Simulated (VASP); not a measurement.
Input of a VASP 6.6.1 run:

The input INCAR:

```
SYSTEM = HfN
PREC = Accurate
ENCUT = 600
EDIFF = 1E-6
ISMEAR = -1
SIGMA = 0.1
LREAL = .FALSE.
LASPH = .TRUE.
NELM = 120
ALGO = Normal
ISIF = 2
LWAVE = .FALSE.
LCHARG = .FALSE.
GGA = PE
NBANDS = 14
GGA_COMPAT = .FALSE.
```

Contents of KPOINTS:

```
Automatic mesh
0
G
  11 11 11
  0 0 0
```

POSCAR

```
HfN
1.0
    0.0000000000      2.1941603919      2.1941603919
    2.1941603919      0.0000000000      2.1941603919
    2.1941603919      2.1941603919      0.0000000000
Hf N
1 1
Direct
    0.0000000000      0.0000000000      0.0000000000
    0.5000000000      0.5000000000      0.5000000000
```

Potentials or basis: VASP PAW PBE potentials, release 64 (Hf_pv, N).

Launch:

```console
$ cat potpaw_PBE.64/Hf_pv/POTCAR potpaw_PBE.64/N/POTCAR > POTCAR
$ mpirun -np 1 vasp_std > vasp.out
```

Q: Predict the pressure.

A: 32.9 GPa.
